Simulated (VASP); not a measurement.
Set up this calculation in VASP 6.6.1, as the native input.

```
Task                   : single point
Functional             : r2SCAN
Potentials or basis    : VASP PAW PBE potentials, release 64 (Zn, Mo_sv)
Cutoff                 : 520 eV
k mesh                 : 7 × 7 × 7
Occupations            : gaussian, width 0.05 eV
Spin                   : no spin polarisation
Dipole correction      : no
Further INCAR settings : ALGO = Normal; EDIFF = 1e-06; NBANDS = 35
```

ZnMo3:

```
Zn Mo
1.0
     3.94315    0.00000    0.00000
     0.00000    3.94315    0.00000
     0.00000    0.00000    3.94315
Zn Mo
1 3
Direct
  0.00000 0.00000 0.00000
  0.00000 0.50000 0.50000
  0.50000 0.00000 0.50000
  0.50000 0.50000 0.00000
```

The input as run:

POSCAR

```
ZnMo3
1.0
    3.9431540000      0.0000000000      0.0000000000
    0.0000000000      3.9431540000      0.0000000000
    0.0000000000      0.0000000000      3.9431540000
Zn Mo
1 3
Direct
    0.0000000000      0.0000000000      0.0000000000
    0.0000000000      0.5000000000      0.5000000000
    0.5000000000      0.0000000000      0.5000000000
    0.5000000000      0.5000000000      0.0000000000
```

INCAR.step1

```
SYSTEM = ZnMo3
PREC = Accurate
ENCUT = 520
ISMEAR = 0
SIGMA = 0.05
LREAL = .False.
LASPH = .True.
NELM = 100
NBANDS = 35
GGA = PE
ALGO = Normal
EDIFF = 1E-4
LWAVE = .True.
LCHARG = .False.
```

INCAR.step2

```
SYSTEM = ZnMo3
PREC = Accurate
ENCUT = 520
EDIFF = 1E-6
ISMEAR = 0
SIGMA = 0.05
LREAL = .False.
LASPH = .True.
NELM = 100
ALGO = Normal
ISIF = 2
LWAVE = .False.
LCHARG = .True.
METAGGA = R2SCAN
LMIXTAU = .True.
LELF = .True.
LVHAR = .True.
NBANDS = 35
ISTART = 1
```

KPOINTS

```
Automatic mesh
0
Gamma
  7 7 7
  0 0 0
```

Potentials or basis: VASP PAW PBE potentials, release 64 (Zn, Mo_sv).

The run is started by

```sh
$ cat potpaw_PBE.64/Zn/POTCAR potpaw_PBE.64/Mo_sv/POTCAR > POTCAR
$ cp INCAR.step1 INCAR
$ mpirun -np 1 vasp_std > vasp.out
$ cp INCAR.step2 INCAR
$ mpirun -np 1 vasp_std > vasp.out
```

Results of the run:

```json
{
 "Pressure": "-3.5 GPa",
 "Band gap on the k mesh": "zero (bands 27 and 28 overlap by 1.68 eV)"
}
```

Caveat: the cell stands under tension; the PAW data sets were made with another functional, which shifts forces and pressure a little.

Run time: 4 min on 1 thread of AMD EPYC 7571, with other jobs on the host, peak memory 0.16 GiB.
